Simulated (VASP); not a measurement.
Mg3Co:

```
Mg Co
1.0
     0.00000    3.25418    3.25418
     3.25418    0.00000    3.25418
     3.25418    3.25418    0.00000
Mg Co
3 1
Direct
  0.25000 0.25000 0.25000
  0.50000 0.50000 0.50000
  0.75000 0.75000 0.75000
  0.00000 0.00000 0.00000
```

Program: VASP 6.6.1. Alike in all runs: task single point; level PBE+D3(BJ); potentials or basis VASP PAW PBE potentials, release 64 (Mg, Co); cell as given; k mesh 7 × 7 × 7; cutoff (eV) 520; smearing fermi-dirac 0.1 eV.

Q: Order these runs on this cell by their pressure, lowest first.
A. spin collinear, zero start; fixed moment (μB) 0.0
B. spin collinear, ferromagnetic start; fixed moment (μB) 3.0
C. spin collinear, ferromagnetic start; fixed moment (μB) 2.2

A: A (-3.3 GPa), C (-0.3 GPa), B (1.8 GPa).

Caveats: the total moment is fixed, so each spin has its own Fermi level.
